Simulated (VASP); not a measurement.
# BN (F-43m) in VASP: further runs

BN is run at these levels: r2SCAN; tasks: single point, relaxation of the atoms.

Everything below comes from runs of VASP 6.6.1. Logs are shortened: lines on timing, memory, paths and dates and some standing lists are left out, and cuts for length are marked.

### 1 The cell of the first run

The structure is cubic, space group F-43m (No. 216). Conventional cell: a = 3.573 Å, b = 3.573 Å, c = 3.573 Å, α = 90.00°, β = 90.00°, γ = 90.00°. B (site symmetry -43m) has 4 N at 1.55 Å within 2.1 Å. Within 2.1 Å of N (site symmetry -43m) lie 4 B at 1.55 Å.

### 2 Single point, r2SCAN (strained cell)

Input file POSCAR:

```
BN
1.0
    0.0000000000      1.7863745268      1.7863745268
    1.7863745268      0.0000000000      1.7863745268
    1.7863745268      1.7863745268      0.0000000000
B N
1 1
Direct
    0.0000000000      0.0000000000      0.0000000000
    0.2500000000      0.2500000000      0.2500000000
```

Input file INCAR.step1:

```
SYSTEM = BN
  PREC = Accurate
  ENCUT = 660
  ISMEAR = 0
  SIGMA = 0.02
  LREAL = .FALSE.
  LASPH = .TRUE.
  NELM = 120
  NBANDS = 11
  GGA = PE
  ALGO = Normal
  EDIFF = 1E-5
  LWAVE = .TRUE.
  LCHARG = .FALSE.
  GGA_COMPAT = .FALSE.
```

Input file INCAR.step2:

```
SYSTEM = BN
  PREC = Accurate
  ENCUT = 660
  EDIFF = 1E-6
  ISMEAR = 0
  SIGMA = 0.02
  LREAL = .FALSE.
  LASPH = .TRUE.
  NELM = 120
  ALGO = Normal
  ISIF = 2
  LWAVE = .FALSE.
  LCHARG = .TRUE.
  METAGGA = R2SCAN
  LMIXTAU = .TRUE.
  LELF = .TRUE.
  LVHAR = .TRUE.
  NBANDS = 11
  ISTART = 1
  GGA_COMPAT = .FALSE.
```

Input file KPOINTS:

```
Automatic mesh
0
G
  10 10 10
  0 0 0
```

Potentials or basis: VASP PAW PBE potentials, release 64 (B, N).

Command:

```console
$ cat potpaw_PBE.64/B/POTCAR potpaw_PBE.64/N/POTCAR > POTCAR
$ cp INCAR.step1 INCAR
$ mpirun -np 1 vasp_std > vasp.out
$ cp INCAR.step2 INCAR
$ mpirun -np 1 vasp_std > vasp.out
```

OUTCAR:

```text
SYSTEM = BN
   PREC = Accurate
   ENCUT = 660
   EDIFF = 1E-6
   ISMEAR = 0
   LREAL = .FALSE.
   LASPH = .TRUE.
   NELM = 120
   ISIF = 2
   METAGGA = R2SCAN
   ISTART = 1

 ion  position               nearest neighbor table
   1  0.000  0.000  0.000-   2 1.55   2 1.55   2 1.55   2 1.55
   2  0.250  0.250  0.250-   1 1.55   1 1.55   1 1.55   1 1.55

  LATTYP: Found a face centered cubic cell.
 ALAT       =     3.5727490536

  Lattice vectors:

 A1 = (   0.0000000000,   1.7863745268,   1.7863745268)
 A2 = (   1.7863745268,   0.0000000000,   1.7863745268)
 A3 = (   1.7863745268,   1.7863745268,   0.0000000000)

Analysis of symmetry for initial positions (statically):
=====================================================================
 Subroutine PRICEL returns:
 Original cell was already a primitive cell.

 Routine SETGRP: Setting up the symmetry group for a
 face centered cubic supercell.

 Subroutine GETGRP returns: Found 24 space group operations
 (whereof 24 operations were pure point group operations)
 out of a pool of 48 trial point group operations.

The static configuration has the point symmetry T_d .

Analysis of symmetry for dynamics (positions and initial velocities):
=====================================================================
 Subroutine PRICEL returns:
 Original cell was already a primitive cell.

 Routine SETGRP: Setting up the symmetry group for a
 face centered cubic supercell.

 Subroutine GETGRP returns: Found 24 space group operations
 (whereof 24 operations were pure point group operations)
 out of a pool of 48 trial point group operations.

The dynamic configuration has the point symmetry T_d .

 Subroutine INISYM returns: Found 24 space group operations
 (whereof 24 operations are pure point group operations),
 and found     1 'primitive' translations

----------------------------------------------------------------------------------------

                                     Primitive cell

  volume of cell :      11.4011

  direct lattice vectors                    reciprocal lattice vectors
     0.000000000  1.786374527  1.786374527    -0.279896512  0.279896512  0.279896512
     1.786374527  0.000000000  1.786374527     0.279896512 -0.279896512  0.279896512
     1.786374527  1.786374527  0.000000000     0.279896512  0.279896512 -0.279896512

  length of vectors
     2.526315083  2.526315083  2.526315083     0.484794980  0.484794980  0.484794980

  position of ions in fractional coordinates (direct lattice)
     0.000000000  0.000000000  0.000000000
     0.250000000  0.250000000  0.250000000

  ion indices of the primitive-cell ions
   primitive index   ion index
                 1           1
                 2           2

----------------------------------------------------------------------------------------

 KPOINTS: Automatic mesh

Automatic generation of k-mesh.
 Grid dimensions read from file:
 generate k-points for:   10   10   10

 Generating k-lattice:

  Cartesian coordinates                     Fractional coordinates (reciprocal lattice)
    -0.027989651  0.027989651  0.027989651     0.100000000  0.000000000  0.000000000
     0.027989651 -0.027989651  0.027989651     0.000000000  0.100000000  0.000000000
     0.027989651  0.027989651 -0.027989651     0.000000000  0.000000000  0.100000000

  Length of vectors
     0.048479498  0.048479498  0.048479498

  Shift w.r.t. Gamma in fractional coordinates (k-lattice)
     0.000000000  0.000000000  0.000000000

 Subroutine IBZKPT returns following result:
 ===========================================

 Found     47 irreducible k-points:

 Following reciprocal coordinates:
            Coordinates               Weight
  0.000000  0.000000  0.000000      1.000000
  0.100000  0.000000  0.000000      8.000000
  0.200000  0.000000  0.000000      8.000000
  0.300000  0.000000  0.000000      8.000000
  0.400000  0.000000  0.000000      8.000000
  0.500000  0.000000  0.000000      4.000000
[... 16 lines left out ...]
  0.300000  0.300000  0.000000      6.000000
  0.400000  0.300000  0.000000     24.000000
 [... further k-points ...]
   k-points           NKPTS =     47   k-points in BZ     NKDIM =     47   number of bands    NBANDS=     11
   number of dos      NEDOS =    301   number of ions     NIONS =      2
   total plane-waves  NPLWV =  13824
   dimension x,y,z NGX =    24 NGY =   24 NGZ =   24
   dimension x,y,z NGXF=    48 NGYF=   48 NGZF=   48
   ions per type =               1   1
   NGX,Y,Z   is equivalent  to a cutoff of  15.79, 15.79, 15.79 a.u.
   NGXF,Y,Z  is equivalent  to a cutoff of  31.59, 31.59, 31.59 a.u.
 SYSTEM =  BN
   PREC   = accura    normal or accurate (medium, high low for compatibility)
   ISTART =      1    job   : 0-new  1-cont  2-samecut
   ICHARG =      0    charge: 1-file 2-atom 10-const
   ISPIN  =      1    spin polarized calculation?
   LNONCOLLINEAR =      F non collinear calculations
   LSORBIT =      F    spin-orbit coupling
   LASPH  =      T    aspherical Exc in radial PAW
   ENCUT  =  660.0 eV  48.51 Ry    6.96 a.u.   5.29  5.29  5.29*2*pi/ulx,y,z
   NELM   =    120;   NELMIN=  2; NELMDL=  0     # of ELM steps
   EDIFF  = 0.1E-05   stopping-criterion for ELM
   LREAL  =      F    real-space projection
   EDIFFG = 0.1E-04   stopping-criterion for IOM
   NSW    =      0    number of steps for IOM
   IBRION =     -1    ionic relax: 0-MD 1-quasi-New 2-CG
   NFREE  =      0    steps in history (QN), initial steepest desc. (CG)
   ISIF   =      2    stress and relaxation
   ISYM   =      2    0-nonsym 1-usesym 2-fastsym
   POTIM  = 0.5000    time-step for ionic-motion
   TEBEG  =    0.0;   TEEND  =   0.0 temperature during run
   PSTRESS=    0.0 pullay stress
   NELECT =       8.0000    total number of electrons
   NUPDOWN=      -1.0000    fix difference up-down
   EMIN   =  10.00;   EMAX   =-10.00  energy-range for DOS
   EFERMI =   0.00;   METHOD = LEGACY
   ISMEAR =     0;   SIGMA  =   0.02  broadening in eV -4-tet -1-fermi 0-gaus
   EFERMI_NEDOS =   21; number of points for ismear=-14 and -15
   IALGO  =     38    algorithm
   IMIX   =      4    mixing-type and parameters
     AMIX     =   0.40;   BMIX     =  1.00
     AMIX_MAG =   1.60;   BMIX_MAG =  1.00
  volume/ion in A,a.u.               =       5.70        38.47
  Fermi-wavevector in a.u.,A,eV,Ry     =   1.454752  2.749083 28.794058  2.116304
  Thomas-Fermi vector in A             =   2.571866
   LORBIT       =      0    0 simple, 1 ext, 2 COOP (PROOUT), +10 PAW based schemes
   METAGGA = R2SCAN    functional components
   LHFCALC =     F    Hartree Fock is set to
   AEXX    =    0.0000 exact exchange contribution
   IVDW    =     0    specifies the selected vdW correction
   LEPSILON=     F    determine dielectric tensor
   LRPA    =     F    only Hartree local field effects (RPA)
 non-spin polarized calculation
 Gauss-broadening in eV      SIGMA  =   0.02
  energy-cutoff  :      660.00
  volume of cell :       11.40
 maximum number of plane-waves:       459
 NGX is ok and might be reduce to    24
   NGX = 11   NGY = 11   NGZ = 11

 number of electron       8.0000000 magnetization

 Free energy of the ion-electron system (eV)
  ---------------------------------------------------
  ext. energy  EPLUGINS =         0.00000000
  ---------------------------------------------------
  free energy    TOTEN  =       -19.15746978 eV

  energy without entropy =      -19.15746978  energy(sigma->0) =      -19.15746978

 E-fermi :   7.8280     XC(G=0): -13.8342

 val. band max:        7.6816845081   @ k =   0.0000   0.0000   0.0000
 cond. band min:      12.7010725782   @ k =   0.5000   0.5000   0.0000
 fundamental gap:      5.0193880700
 Fermi energy:         7.8280424216

 k-point     1 :       0.0000    0.0000    0.0000
  band No.  band energies     occupation
      1     -14.0244      2.00000
      2       7.6817      2.00000
      3       7.6817      2.00000
      4       7.6817      2.00000
      5      17.3811      0.00000
      6      17.3811      0.00000
      7      17.3811      0.00000
      8      19.3586      0.00000
      9      34.5187      0.00000
     10      36.8627      0.00000
     11      36.8627      0.00000

 k-point     2 :       0.1000    0.0000    0.0000
  band No.  band energies     occupation
      1     -13.7656      2.00000
      2       6.3244      2.00000
      3       7.4096      2.00000
      4       7.4096      2.00000
      5      17.7393      0.00000
      6      17.8002      0.00000
      7      17.8002      0.00000
      8      20.1553      0.00000
      9      34.1129      0.00000
     10      34.2775      0.00000
     11      34.2775      0.00000

 k-point     3 :       0.2000    0.0000    0.0000
  band No.  band energies     occupation
      1     -13.0041      2.00000
      2       3.4160      2.00000
      3       6.7968      2.00000
      4       6.7968      2.00000
      5      18.2028      0.00000
      6      18.6614      0.00000
      7      18.6614      0.00000
      8      21.8994      0.00000
      9      32.7298      0.00000
     10      32.7298      0.00000
     11      33.2727      0.00000

 k-point     4 :       0.3000    0.0000    0.0000
  band No.  band energies     occupation
      1     -11.8025      2.00000
      2       0.2511      2.00000
      3       6.1756      2.00000
      4       6.1756      2.00000
      5      18.5906      0.00000
      6      19.2506      0.00000
      7      19.2506      0.00000
      8      23.3819      0.00000
      9      32.7924      0.00000
     10      33.0836      0.00000
     11      33.0836      0.00000
[... 239 lines left out ...]
 k-point    22 :      -0.2000    0.2000    0.0000
  band No.  band energies     occupation
      1     -11.4045      2.00000
      2       1.0872      2.00000
      3       3.1008      2.00000
      4       6.2923      2.00000
      5      19.2715      0.00000
      6      19.7134      0.00000
      7      20.3937      0.00000
      8      22.8094      0.00000
      9      30.2003      0.00000
     10      31.8933      0.00000
     11      36.7106      0.00000

 k-point    23 :       0.3000    0.3000    0.0000
  band No.  band energies     occupation
      1     -11.0757      2.00000
      2       2.0871      2.00000
      3       3.7380      2.00000
      4       3.7380      2.00000
      5      14.5279      0.00000
      6      19.3884      0.00000
      7      23.9090      0.00000
      8      23.9090      0.00000
      9      28.1618      0.00000
     10      37.4670      0.00000
     11      41.2546      0.00000

 k-point    24 :       0.4000    0.3000    0.0000
  band No.  band energies     occupation
      1     -10.0081      2.00000
      2       0.4158      2.00000
      3       2.8365      2.00000
      4       3.2976      2.00000
      5      14.4680      0.00000
      6      19.2202      0.00000
      7      24.7531      0.00000
      8      24.8393      0.00000
      9      29.2683      0.00000
     10      37.1338      0.00000
     11      41.4609      0.00000

 [... further k-points ...]
[... 5 lines left out ...]
  --------------------------------------------------------------------------------------
  -------------------------------------------------------------------------------------
  Total        1.0040074      1.0040074      1.0040074     -0.0000000      0.0000000      0.0000000
  in kB      141.0912076    141.0912076    141.0912076     -0.0000000      0.0000000      0.0000000
  external PRESSURE =     141.0912076 kB  Pullay stress =       0.0000000 kB

 VOLUME and BASIS-vectors are now :
 -----------------------------------------------------------------------------
  energy-cutoff  :      660.00
  volume of cell :       11.40
      direct lattice vectors                 reciprocal lattice vectors
     0.000000000  1.786374527  1.786374527    -0.279896512  0.279896512  0.279896512
     1.786374527  0.000000000  1.786374527     0.279896512 -0.279896512  0.279896512
     1.786374527  1.786374527  0.000000000     0.279896512  0.279896512 -0.279896512

 POSITION                                       TOTAL-FORCE (eV/Angst)
 -----------------------------------------------------------------------------------
      0.00000      0.00000      0.00000        -0.000000     -0.000000     -0.000000
      0.89319      0.89319      0.89319         0.000000      0.000000      0.000000
 -----------------------------------------------------------------------------------
    total drift:                                0.000000      0.000000      0.000000

  FREE ENERGIE OF THE ION-ELECTRON SYSTEM (eV)
  ---------------------------------------------------
  free  energy   TOTEN  =       -19.1574697775 eV

  energy  without entropy=      -19.1574697775  energy(sigma->0) =      -19.15746978
```

Wall time 50 s (1 thread of Intel Xeon 8259CL, shared host); peak memory 0.14 GiB.

Results:

```
Free energy            : -19.1575 eV
Pressure               : 14.1 GPa
Band gap on the k mesh : 5.02 eV (least direct gap 9.70 eV)
```

Caveat: the cell differs from its parent crystal (strained cell); the cell stands under pressure; the PAW data sets were made with another functional, which shifts forces and pressure a little.

### 3 Single point, r2SCAN

POSCAR is that of step 2.

Input file INCAR.step1:

```
SYSTEM = BN
PREC = Accurate
ENCUT = 660
ISMEAR = 0
SIGMA = 0.01
LREAL = .False.
LASPH = .True.
NELM = 120
NBANDS = 11
GGA = PE
ALGO = Normal
EDIFF = 1E-5
LWAVE = .True.
LCHARG = .False.
GGA_COMPAT = .False.
```

Input file INCAR.step2:

```
SYSTEM = BN
PREC = Accurate
ENCUT = 660
EDIFF = 1E-6
ISMEAR = 0
SIGMA = 0.01
LREAL = .False.
LASPH = .True.
NELM = 120
ALGO = Normal
ISIF = 2
LWAVE = .False.
LCHARG = .False.
METAGGA = R2SCAN
LMIXTAU = .True.
NBANDS = 11
ISTART = 1
GGA_COMPAT = .False.
```

Input file KPOINTS:

```
Automatic mesh
0
Gamma
  10 10 10
  0 0 0
```

Potentials or basis: VASP PAW PBE potentials, release 64 (B, N).

Command:

```console
$ cat potpaw_PBE.64/B/POTCAR potpaw_PBE.64/N/POTCAR > POTCAR
$ cp INCAR.step1 INCAR
$ mpirun -np 1 vasp_std > vasp.out
$ cp INCAR.step2 INCAR
$ mpirun -np 1 vasp_std > vasp.out
```

It took 48 s on 1 thread of Intel Xeon 8259CL, shared host; peak memory 0.14 GiB.

Results (log left out):

```yaml
Free_energy: -19.1575 eV
Pressure: 14.1 GPa
Band_gap_on_the_k_mesh: 5.02 eV (least direct gap 9.70 eV)
```

Levels at points of the mesh, in eV from the valence-band top:
```tsv
k point	band 1	band 2	band 3	band 4	band 5	band 6	band 7	band 8
(0.00, 0.00, 0.00)	-21.71	0.00	0.00	0.00	9.70	9.70	9.70	11.68
(0.50, 0.00, 0.00)	-17.24	-11.42	-2.08	-2.08	11.27	11.67	11.67	16.79
(0.50, 0.50, 0.00)	-15.77	-9.56	-5.28	-5.28	5.02	10.02	19.83	19.83
```

Caveat: the cell stands under pressure; the PAW data sets were made with another functional, which shifts forces and pressure a little.

### 4 Relaxation of the atoms, r2SCAN (strained cell)

POSCAR is that of step 3.

Input file INCAR.step1:

```
SYSTEM = BN
ALGO = Normal ; EDIFF = 1E-5
EDIFFG = -0.01 ; ENCUT = 580
GGA = PE ; GGA_COMPAT = .False.
IBRION = 2 ; ISMEAR = 0
LASPH = .True. ; LCHARG = .False.
LREAL = .False. ; LWAVE = .True.
NELM = 120 ; NELMIN = 4
NSW = 100 ; PREC = Accurate
SIGMA = 0.02
```

Input file INCAR.step2:

```
SYSTEM = BN
ALGO = Normal ; EDIFF = 1E-7
EDIFFG = -0.002 ; ENCUT = 580
GGA_COMPAT = .False. ; IBRION = 2
ISIF = 2 ; ISMEAR = 0
ISTART = 1 ; LASPH = .True.
LCHARG = .False. ; LMIXTAU = .True.
LREAL = .False. ; LWAVE = .False.
METAGGA = R2SCAN ; NELM = 120
NELMIN = 4 ; NSW = 60
PREC = Accurate ; SIGMA = 0.02
```

Input file KPOINTS:

```
k-points
0
Gamma
  10 10 10
  0 0 0
```

Command:

```console
$ cat potpaw_PBE.64/B/POTCAR potpaw_PBE.64/N/POTCAR > POTCAR
$ cp INCAR.step1 INCAR
$ mpirun -np 1 vasp_std > vasp.out
$ cp INCAR.step2 INCAR
$ mpirun -np 1 vasp_std > vasp.out
```

Run time: 38 s. Hardware: 1 thread of Intel Xeon 8259CL, shared host; peak memory 0.12 GiB.

The run converged. Its results:

* Free energy: -19.1564 eV
* Pressure after relaxing: 14.1 GPa
* Band gap on the k mesh: 5.02 eV (least direct gap 9.70 eV)

Final structure:
```cif
data_structure
_symmetry_space_group_name_H-M 'P 1'
_symmetry_Int_Tables_number 1
_cell_length_a 2.5263
_cell_length_b 2.5263
_cell_length_c 2.5263
_cell_angle_alpha 60.000
_cell_angle_beta 60.000
_cell_angle_gamma 60.000
_cell_volume 11.40
loop_
_atom_site_label
_atom_site_type_symbol
_atom_site_fract_x
_atom_site_fract_y
_atom_site_fract_z
_atom_site_occupancy
B1 B 0.00000 0.00000 0.00000 1
N1 N 0.25000 0.25000 0.25000 1
```

Levels at points of the mesh, in eV from the valence-band top:
```
           k point  band 2  band 3  band 4  band 5  band 6  band 7
(0.00, 0.00, 0.00)    0.00    0.00    0.00    9.70    9.70    9.70
(0.50, 0.00, 0.00)  -11.42   -2.08   -2.08   11.27   11.67   11.67
(0.50, 0.50, 0.00)   -9.56   -5.28   -5.28    5.02   10.02   19.83
```

Caveat: the cell differs from its parent crystal (strained cell); the relaxation stopped at its first step, so nothing moved; the PAW data sets were made with another functional, which shifts forces and pressure a little. A k mesh can miss the band edges.

### 5 Overview

| task | cell | cutoff (eV) | smearing | gap on the mesh (eV) | pressure (GPa) |
| --- | --- | --- | --- | --- | --- |
| single point | as given | 660 | gaussian 0.02 eV | 5.02 | 14.1 |
| single point | as given | 660 | gaussian 0.01 eV | 5.02 | 14.1 |
| relaxation of the atoms | atoms relaxed | 580 | gaussian 0.02 eV | 5.02 | 14.1 |

Alike in all rows: level r2SCAN; potentials or basis VASP PAW PBE potentials, release 64 (B, N); no spin polarisation; k mesh 10 × 10 × 10.

Caveats: the PAW data sets were made with another functional, which shifts forces and pressure a little; the cell stands under pressure (at least some runs); the relaxation stopped at its first step, so nothing moved (at least some runs).

Absolute energies hang on the potentials; compare differences alone.
